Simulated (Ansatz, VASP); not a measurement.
# Fe in VASP and in Ansatz

```
Fe
1.0
     2.47931    0.00000    0.00000
    -1.23966    2.14715    0.00000
     0.00000    0.00000    2.38124
Fe
1
Direct
  0.00000 0.00000 0.00000
```

Alike in both runs: task single point; functional PBE; k mesh 18 × 18 × 16; occupations fermi-dirac, width 0.08 eV; collinear spin.

|  | VASP | Ansatz |
| --- | --- | --- |
| version | VASP 6.6.1 | Ansatz 0.2.0 |
| potentials or method | VASP PAW PBE potentials, release 64 (Fe), cutoff 520 eV | all-electron LAPW, scalar-relativistic |

```tsv
	VASP	Ansatz	Ansatz less VASP
pressure (GPa)	-0.2	-0.2	+0.03
traceless stress, the component that is largest in VASP (GPa)	-0.32	0.04	+0.359
net moment per atom (μB)	2.46	2.45	-0.018
size of the moment on the site where the two differ most (μB)	2.45	2.47	+0.018
```

Site moments also hang on the region over which each program counts them. Ansatz ran all-electron here, and VASP with PAW potentials.
